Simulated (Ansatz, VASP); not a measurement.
# SiC4: VASP beside Ansatz

Contents of INCAR:

```
SYSTEM = SiC4
  PREC = Accurate
  ENCUT = 600
  EDIFF = 1E-6
  ISMEAR = 0
  SIGMA = 0.1
  LREAL = .False.
  LASPH = .True.
  NELM = 100
  ALGO = Normal
  ISIF = 3
  LWAVE = .False.
  LCHARG = .False.
  GGA = PE
  IBRION = 2
  NSW = 90
  EDIFFG = -0.04
```

Contents of KPOINTS:

```
regular mesh
0
Gamma
  6 6 1
  0 0 0
```

File POSCAR:

```
SiC4
1.0
    2.6892640200      0.0000000000      0.0000000000
   -1.3446320100      2.3289709600      0.0000000000
    0.0000000000      0.0000000000     21.2199281800
Si C
2 8
Direct
    0.3333333300      0.6666666700      0.7500000000
    0.6666666700      0.3333333300      0.2500000000
    0.3333333300      0.6666666700      0.9500000000
    0.3333333300      0.6666666700      0.1500000000
    0.3333333300      0.6666666700      0.3500000000
    0.3333333300      0.6666666700      0.5500000000
    0.6666666700      0.3333333300      0.6500000000
    0.6666666700      0.3333333300      0.8500000000
    0.6666666700      0.3333333300      0.0500000000
    0.6666666700      0.3333333300      0.4500000000
```

Input for Ansatz:

```yaml
crystal:
  lattice:
    - [2.68926402, 0.0, 0.0]
    - [-1.34463201, 2.32897096, 0.0]
    - [0.0, 0.0, 21.21992818]
  atoms:
    - { symbol: Si, position: [0.33333333, 0.66666667, 0.75] }
    - { symbol: Si, position: [0.66666667, 0.33333333, 0.25] }
    - { symbol: C, position: [0.33333333, 0.66666667, 0.95] }
    - { symbol: C, position: [0.33333333, 0.66666667, 0.15] }
    - { symbol: C, position: [0.33333333, 0.66666667, 0.35] }
    - { symbol: C, position: [0.33333333, 0.66666667, 0.55] }
    - { symbol: C, position: [0.66666667, 0.33333333, 0.65] }
    - { symbol: C, position: [0.66666667, 0.33333333, 0.85] }
    - { symbol: C, position: [0.66666667, 0.33333333, 0.05] }
    - { symbol: C, position: [0.66666667, 0.33333333, 0.45] }
basis:
  ecutwfc: 420
kpoints:
  mp_grid: { grid: [6, 6, 1] }
hamiltonian:
  xc: pbe
scf:
  occupations: { method: gaussian, width: 0.1 }
  lower_state_search: "off"
output:
  forces: true
  stress: true
  eigenvalues: true
relax:
  adjacent_minimum: "off"
  f_tol: 0.04
  max_steps: 70
  cell: { stress_tol: 0.4 }
```

Alike in both runs: task relaxation of cell and atoms; functional PBE; k mesh 6 × 6 × 1; occupations gaussian, width 0.1 eV; no spin polarisation.

```csv
,VASP,Ansatz
version,VASP 6.6.1,Ansatz 0.2.0
potentials or method,"VASP PAW PBE potentials, release 64 (Si, C), cutoff 600 eV","scalar-relativistic, plane waves, PAW"
valence electrons in the cell,40,40
```

Ansatz gave:

| Quantity | Value |
| --- | --- |
| gap on the k mesh at the Fermi level, each at its own relaxed structure (eV) | none |
| relaxed volume (Å³/atom) | 12.65 |
| relaxed cell length with the largest relative difference (Å) | 23.928 |

Which values does VASP return?

gap on the k mesh at the Fermi level, each at its own relaxed structure (eV): none; relaxed volume (Å³/atom): 13.84; relaxed cell length with the largest relative difference (Å): 26.179.

A gap of «none» marks a metal or a gap that the smearing closes. One of these differences is far larger than is usual between the two programs; its cause wasn't traced.

The k mesh is coarse, so the values compare programs but aren't converged.
